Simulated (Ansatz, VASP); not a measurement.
**Mg3Si2N: VASP beside Ansatz**

Contents of INCAR:

```
SYSTEM = Mg3Si2N
ALGO = Normal
EDIFF = 1E-6
ENCUT = 520
GGA = PE
ISIF = 2
ISMEAR = 0
LASPH = .TRUE.
LCHARG = .TRUE.
LELF = .TRUE.
LREAL = .FALSE.
LVHAR = .TRUE.
LWAVE = .FALSE.
NBANDS = 18
NELM = 80
PREC = Accurate
SIGMA = 0.1
```

The input KPOINTS:

```
k-points
0
G
  6 6 4
  0 0 0
```

File POSCAR:

```
Mg3Si2N
1.0
    4.9356397200      0.0000000000      0.0000000000
   -2.4678198600      4.2743893900      0.0000000000
    0.0000000000      0.0000000000      5.1870591500
Mg Si N
3 2 1
Direct
    0.5000000000      0.0000000000      0.5000000000
    0.0000000000      0.5000000000      0.5000000000
    0.5000000000      0.5000000000      0.5000000000
    0.0000000000      0.0000000000      0.8345082500
    0.0000000000      0.0000000000      0.1654917500
    0.0000000000      0.0000000000      0.5000000000
```

Input for Ansatz:

```yaml
crystal:
  lattice:
    - [4.93563972, 0.0, 0.0]
    - [-2.46781986, 4.27438939, 0.0]
    - [0.0, 0.0, 5.18705915]
  atoms:
    - { symbol: Mg, position: [0.5, 0.0, 0.5] }
    - { symbol: Mg, position: [0.0, 0.5, 0.5] }
    - { symbol: Mg, position: [0.5, 0.5, 0.5] }
    - { symbol: Si, position: [0.0, 0.0, 0.83450825] }
    - { symbol: Si, position: [0.0, 0.0, 0.16549175] }
    - { symbol: "N", position: [0.0, 0.0, 0.5] }
basis:
  ecutwfc: 420
kpoints:
  mp_grid: { grid: [6, 6, 4] }
hamiltonian:
  xc: pbe
scf:
  occupations: { method: gaussian, width: 0.1 }
  lower_state_search: "off"
output:
  forces: true
  stress: true
  eigenvalues: true
```

Alike in both runs: task single point; functional PBE; k mesh 6 × 6 × 4; occupations gaussian, width 0.1 eV; no spin polarisation.

|  | VASP | Ansatz |
| --- | --- | --- |
| version | VASP 6.6.1 | Ansatz 0.2.0 |
| potentials or method | VASP PAW PBE potentials, release 64 (Mg, Si, N), cutoff 520 eV | scalar-relativistic, plane waves, PAW |
| valence electrons in the cell | 19 | 43 |

|  | VASP | Ansatz | Ansatz less VASP |
| --- | --- | --- | --- |
| gap on the k mesh at the Fermi level (eV) | none | none | - |
| pressure (GPa) | 27.6 | 27.7 | +0.08 |
| traceless stress, the component that is largest in VASP (GPa) | 14.04 | 14.36 | +0.325 |
| rms of the force components (eV/Å) | 5.061 | 5.109 | +0.0477 |

Atom by atom the forces differ by 0.048 eV/Å (rms over components). A gap of «none» marks a metal or a gap that the smearing closes. VASP's potentials hold 19 valence electrons a cell and Ansatz's 43, so a difference there can come from the potentials and not from the codes.
